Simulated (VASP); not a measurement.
## Ba2IrO4: single point with LDA

Crystal: Ba2IrO4.

```
Ba Ir O
1.0
    -2.03321    2.03321    6.77391
     2.03321   -2.03321    6.77391
     2.03321    2.03321   -6.77391
Ba Ir O
2 1 4
Direct
  0.35491 0.35491 0.00000
  0.64509 0.64509 0.00000
  0.00000 0.00000 0.00000
  0.50000 0.00000 0.50000
  0.15421 0.15421 0.00000
  0.84579 0.84579 0.00000
  0.00000 0.50000 0.50000
```

* Program: VASP 6.6.1
* Task: single point
* Functional: LDA
* Potentials or basis: VASP PAW LDA potentials, release 64 (Ba_sv, Ir_sv_GW, O)
* Cutoff: 700 eV
* k mesh: 9 × 9 × 9
* Occupations: fermi-dirac, width 0.1 eV
* Spin: no spin polarisation
* Dipole correction: no
* Further INCAR settings: ALGO = Normal; EDIFF = 1e-06; NBANDS = 40

```
Pressure               : -10.2 GPa
Largest force          : 0.474 eV/Å
Band gap on the k mesh : zero (an odd number of electrons rules out a gap without spin polarisation)
```

Forces in eV/Å, atoms in the order of the input:
```
Ba   0.000  0.000  0.219
Ba   0.000  0.000 -0.219
Ir   0.000  0.000  0.000
O    0.000  0.000  0.000
O    0.000  0.000 -0.474
O    0.000  0.000  0.474
O    0.000  0.000  0.000
```

Stress tensor (GPa, compression positive):
```
-10.04   0.00   0.00
  0.00 -10.04   0.00
  0.00   0.00 -10.45
```

Levels at points of the mesh, in eV from the Fermi level:
| k point | band 28 | band 29 | band 30 | band 31 | band 32 | band 33 | band 34 | band 35 |
| --- | --- | --- | --- | --- | --- | --- | --- | --- |
| (0.00, 0.00, 0.00) | -1.88 | -1.88 | -0.83 | -0.83 | -0.49 | 1.22 | 2.73 | 3.02 |

Wall time 22 min on 1 thread of Intel(R) Xeon(R) Platinum 8259CL CPU @ 2.50GHz (Skylake/Cascade Lake) (shared host), peak memory 0.74 GiB.

Caveat: the cell stands under tension; spin-orbit coupling is left out, which moves the levels of the heavy elements; an odd number of electrons without spin polarisation forces a metal; a magnetic or distorted state may lie lower.
